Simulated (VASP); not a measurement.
# Se (R-3m) in VASP: notebook

Se is run at these levels: PBEsol; tasks: relaxation of cell and atoms, single point.

Everything below comes from runs of VASP 6.6.1. Logs are shortened: lines on timing, memory, paths and dates and some standing lists are left out, and cuts for length are marked.

**1. The cell of the first run**

Symmetry: R-3m, No. 166, trigonal system. The conventional cell has a = 3.814 Å, b = 3.814 Å, c = 2.703 Å, α = 90.00°, β = 90.00°, γ = 120.00°. Within 3.1 Å of Se (site symmetry -3m) lie 14 Se at 2.38 to 2.85 Å.

**2. Relaxation of cell and atoms, PBEsol, target pressure 148 GPa, at which the enthalpy is minimised**

The input, INCAR:

```
ALGO = Normal ; EDIFF = 1E-6
EDIFFG = -0.002 ; ENCUT = 600
GGA = PS ; IBRION = 2
ISIF = 3 ; ISMEAR = -1
LASPH = True ; LCHARG = False
LREAL = False ; LWAVE = False
NELM = 100 ; NSW = 80
PREC = Accurate ; PSTRESS = 1480.0
SIGMA = 0.1
```

The input, KPOINTS:

```
k-points
0
Gamma
  21 21 21
```

The input, POSCAR:

```
Se
1.0
    1.9068263803      1.1009067240      0.9008474707
   -1.9068263803      1.1009067240      0.9008474707
    0.0000000000     -2.2018134480      0.9008474707
Se
1
Direct
    0.0000000000      0.0000000000      0.0000000000
```

Potentials or basis: VASP PAW PBE potentials, release 64 (Se).

Command:

```console
$ cat potpaw_PBE.64/Se/POTCAR > POTCAR
$ mpirun -np 1 vasp_std > vasp.out
```

OUTCAR:

```text
EDIFF = 1E-6
   EDIFFG = -0.002
   ENCUT = 600
   GGA = PS
   IBRION = 2
   ISIF = 3
   ISMEAR = -1
   LASPH = True
   LREAL = False
   NELM = 100
   NSW = 80
   PREC = Accurate
   PSTRESS = 1480.0

 ion  position               nearest neighbor table
   1  0.000  0.000  0.000-

  LATTYP: Found a trigonal (rhomboedric) cell.
 ALAT       =     2.3789721783
 COS(alpha) =    -0.2849125553

  Lattice vectors:

 A1 = (   1.9068263803,   1.1009067240,   0.9008474707)
 A2 = (  -1.9068263803,   1.1009067240,   0.9008474707)
 A3 = (   0.0000000000,  -2.2018134480,   0.9008474707)

Analysis of symmetry for initial positions (statically):
=====================================================================
 Subroutine PRICEL returns:
 Original cell was already a primitive cell.

 Routine SETGRP: Setting up the symmetry group for a
 trigonal (rhombohedral) supercell.

 Subroutine GETGRP returns: Found 12 space group operations
 (whereof 12 operations were pure point group operations)
 out of a pool of 12 trial point group operations.

The static configuration has the point symmetry D_3d.

Analysis of symmetry for dynamics (positions and initial velocities):
=====================================================================
 Subroutine PRICEL returns:
 Original cell was already a primitive cell.

 Routine SETGRP: Setting up the symmetry group for a
 trigonal (rhombohedral) supercell.

 Subroutine GETGRP returns: Found 12 space group operations
 (whereof 12 operations were pure point group operations)
 out of a pool of 12 trial point group operations.

The dynamic configuration has the point symmetry D_3d.

 Subroutine INISYM returns: Found 12 space group operations
 (whereof 12 operations are pure point group operations),
 and found     1 'primitive' translations

----------------------------------------------------------------------------------------

                                     Primitive cell

  volume of cell :      11.3466

  direct lattice vectors                    reciprocal lattice vectors
     1.906826380  1.100906724  0.900847471     0.262215797  0.151390361  0.370021945
    -1.906826380  1.100906724  0.900847471    -0.262215797  0.151390361  0.370021945
     0.000000000 -2.201813448  0.900847471     0.000000000 -0.302780723  0.370021945

[... 100 lines left out ...]
     AMIX     =   0.40;   BMIX     =  1.00
     AMIX_MAG =   1.60;   BMIX_MAG =  1.00
  volume/ion in A,a.u.               =      11.35        76.57
  Fermi-wavevector in a.u.,A,eV,Ry     =   1.323845  2.501705 23.845107  1.752566
  Thomas-Fermi vector in A             =   2.453423
   LORBIT       =      0    0 simple, 1 ext, 2 COOP (PROOUT), +10 PAW based schemes
   GGA     = PS    functional components
   LHFCALC =     F    Hartree Fock is set to
   AEXX    =    0.0000 exact exchange contribution
   IVDW    =     0    specifies the selected vdW correction
   LEPSILON=     F    determine dielectric tensor
   LRPA    =     F    only Hartree local field effects (RPA)
 conjugate gradient relaxation of ions
 non-spin polarized calculation
  energy-cutoff  :      600.00
  volume of cell :       11.35
 maximum number of plane-waves:       397
   NGX =  9   NGY =  9   NGZ =  9

--------------------------------------- Ionic step        1  -------------------------------------------

 number of electron       6.0000001 magnetization

 Free energy of the ion-electron system (eV)
  ---------------------------------------------------
  ext. energy  EPLUGINS =         0.00000000
  ---------------------------------------------------
  free energy    TOTEN  =        -1.10461474 eV

  energy without entropy =       -1.09489945  energy(sigma->0) =       -1.09975710

------------------------ aborting loop because EDIFF is reached ----------------------------------------

  FORCE on cell =-STRESS in cart. coord.  units (eV):
  Direction    XX          YY          ZZ          XY          YZ          ZX
  --------------------------------------------------------------------------------------
  -------------------------------------------------------------------------------------
  Total       10.9493737     10.9493737     10.4459143      0.0000000      0.0000000     -0.0000000
  in kB     1546.0931966   1546.0931967   1475.0028227      0.0000000      0.0000000     -0.0000000
  external PRESSURE =      42.3964053 kB  Pullay stress =    1480.0000000 kB
[... 94 lines left out ...]
  energy  without entropy=       -1.2007272136  energy(sigma->0) =       -1.20564509

  enthalpy is  TOTEN    =         9.3743511391 eV   P V=       10.5849141006

[... ionic steps 4 to 31 ...]

--------------------------------------- Ionic step       32  -------------------------------------------

 number of electron       6.0000000 magnetization

------------------------ aborting loop because EDIFF is reached ----------------------------------------
[... 69 lines left out ...]
--------------------------------------- Ionic step       34  -------------------------------------------

 number of electron       6.0000000 magnetization

 Free energy of the ion-electron system (eV)
  ---------------------------------------------------
  ext. energy  EPLUGINS =         0.00000000
  ---------------------------------------------------
  free energy    TOTEN  =        -1.12736869 eV

  energy without entropy =       -1.11558413  energy(sigma->0) =       -1.12147641

 E-fermi :  14.7882     XC(G=0): -13.5025

 val. band max:       14.7663214754   @ k =   0.4762   0.4286   0.3333
 cond. band min:      14.8216848663   @ k =  -0.2381   0.1429   0.0952
 fundamental gap:      0.0553633910
 Fermi energy:        14.7882420221

 k-point     1 :       0.0000    0.0000    0.0000
  band No.  band energies     occupation
      1      -8.8878      2.00000
      2      22.0741      0.00000
      3      22.0741      0.00000
      4      22.0753      0.00000
      5      28.7145      0.00000
      6      28.7145      0.00000
      7      28.7148      0.00000
[... 221 lines left out ...]
 k-point    24 :      -0.3810    0.0476   -0.0000
  band No.  band energies     occupation
      1      -4.1242      2.00000
      2       6.7093      2.00000
      3      15.5458      0.00103
      4      18.5996      0.00000
      5      23.2060      0.00000
      6      24.0978      0.00000
      7      32.5925      0.00000

 [... further k-points ...]

------------------------ aborting loop because EDIFF is reached ----------------------------------------

  FORCE on cell =-STRESS in cart. coord.  units (eV):
  Direction    XX          YY          ZZ          XY          YZ          ZX
  --------------------------------------------------------------------------------------
  -------------------------------------------------------------------------------------
  Total       10.4809532     10.4809533     10.4838136     -0.0000000      0.0000000     -0.0000000
  in kB     1479.8399551   1479.8399594   1480.2438245     -0.0000000      0.0000000     -0.0000000
  external PRESSURE =      -0.0254203 kB  Pullay stress =    1480.0000000 kB
[... 20 lines left out ...]
  energy  without entropy=       -1.1155841296  energy(sigma->0) =       -1.12147641

  enthalpy is  TOTEN    =         9.3547180698 eV   P V=       10.4820867551

 reached required accuracy - stopping structural energy minimisation
```

It took 9.4 min on 1 thread of Intel Xeon Platinum 8488C (Sapphire Rapids), shared host; peak memory 0.21 GiB.

Results:

| Item | Value |
| --- | --- |
| Free energy | -1.1274 eV |
| Energy change on relaxing (the run minimises the enthalpy) | -22.8 meV/atom |
| Ionic steps | 34 |
| Pressure after relaxing | 148.0 GPa |
| Band gap on the k mesh | zero (bands 3 and 4 overlap by 15.05 eV) |

Step by step:
| step | energy change (eV) | largest force (eV/Å) | pressure (GPa) | volume (Å³) |
| --- | --- | --- | --- | --- |
| 1 | 0.0000 | 0.0000 | 152.24 | 11.35 |
| 2 | -0.4356 | 0.0000 | 126.48 | 11.84 |
| 3 | -0.1059 | 0.0000 | 145.98 | 11.46 |
| 4 | -0.0619 | 0.0000 | 147.73 | 11.41 |
| 5 | -0.0207 | 0.0000 | 149.54 | 11.36 |
| 6 | 0.0720 | 0.0000 | 153.96 | 11.26 |
| 7 | 0.2996 | 0.0000 | 166.58 | 11.02 |
| 8 | 0.0965 | 0.0000 | 155.19 | 11.23 |
| 9 | 0.1875 | 0.0000 | 160.09 | 11.13 |
| 10 | 0.1848 | 0.0000 | 159.93 | 11.13 |
| 11 | 0.1773 | 0.0000 | 159.50 | 11.14 |
| 12 | 0.1653 | 0.0000 | 158.81 | 11.15 |
| 13 | 0.1679 | 0.0000 | 158.96 | 11.15 |
| 14 | 0.1505 | 0.0000 | 157.96 | 11.17 |
| 15 | 0.0988 | 0.0000 | 155.00 | 11.22 |
| 16 | -0.0019 | 0.0000 | 149.21 | 11.32 |
| 17 | -0.0230 | 0.0000 | 147.98 | 11.35 |
| 18 | -0.0193 | 0.0000 | 148.14 | 11.34 |
| 19 | -0.0194 | 0.0000 | 148.19 | 11.34 |
| 20 | -0.0194 | 0.0000 | 148.19 | 11.34 |
| 21 | -0.0195 | 0.0000 | 148.19 | 11.34 |
| 22 | -0.0197 | 0.0000 | 148.18 | 11.34 |
| 23 | -0.0201 | 0.0000 | 148.16 | 11.34 |
| 24 | -0.0209 | 0.0000 | 148.12 | 11.35 |
| 25 | -0.0225 | 0.0000 | 148.04 | 11.35 |
| 26 | -0.0233 | 0.0000 | 147.98 | 11.35 |
| 27 | -0.0230 | 0.0000 | 147.98 | 11.35 |
| 28 | -0.0228 | 0.0000 | 147.99 | 11.35 |
| 29 | -0.0227 | 0.0000 | 148.00 | 11.35 |
| 30 | -0.0227 | 0.0000 | 148.00 | 11.35 |
| 31 | -0.0227 | 0.0000 | 148.00 | 11.35 |
| 32 | -0.0227 | 0.0000 | 148.00 | 11.35 |
| 33 | -0.0227 | 0.0000 | 148.00 | 11.35 |
| 34 | -0.0228 | 0.0000 | 148.00 | 11.35 |

Final structure:
```
CELL_PARAMETERS angstrom
2.00200 1.15586 0.81729
-2.00200 1.15586 0.81729
0.00000 -2.31171 0.81729
ATOMIC_POSITIONS crystal
Se 0.00000 0.00000 0.00000
```

Caveat: the cell is relaxed towards a set pressure, so the run minimises the enthalpy, not the energy; the PAW data sets were made with another functional, which shifts forces and pressure a little.

(Part 1 of 2 ends here.)
